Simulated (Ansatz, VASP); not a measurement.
# One calculation of Cu, two programs

```xyz
2
Lattice="2.5305 0.0000 0.0000 -1.2653 2.1915 0.0000 0.0000 0.0000 4.1316" Properties=species:S:1:pos:R:3 pbc="T T T"
Cu    0.0000    1.4610    1.0329
Cu    1.2653    0.7305    3.0987
```

Alike in both runs: functional r2SCAN; k mesh 18 × 18 × 10; occupations fermi-dirac, width 0.05 eV; no spin polarisation.

Ansatz relaxed the structure, and its values are those at the end. VASP's run is a single point on that final structure, the one shown.

```csv
,VASP,Ansatz
version,VASP 6.6.1,Ansatz 0.2.0
potentials or method,"VASP PAW PBE potentials, release 64 (Cu)","PAW with Ansatz's default frozen-core files, scalar-relativistic"
plane-wave cutoff (eV),520,500
valence electrons in the cell,22,38
```

```csv
,VASP,Ansatz,Ansatz less VASP
pressure (GPa),0.8,0.0,-0.79
```

VASP's potentials were made for PBE, not for r2SCAN. The functional is the same, so the differences come from potentials, cutoffs and numerics. VASP's potentials hold 22 valence electrons a cell and Ansatz's 38, so a difference there can come from the potentials and not from the codes.
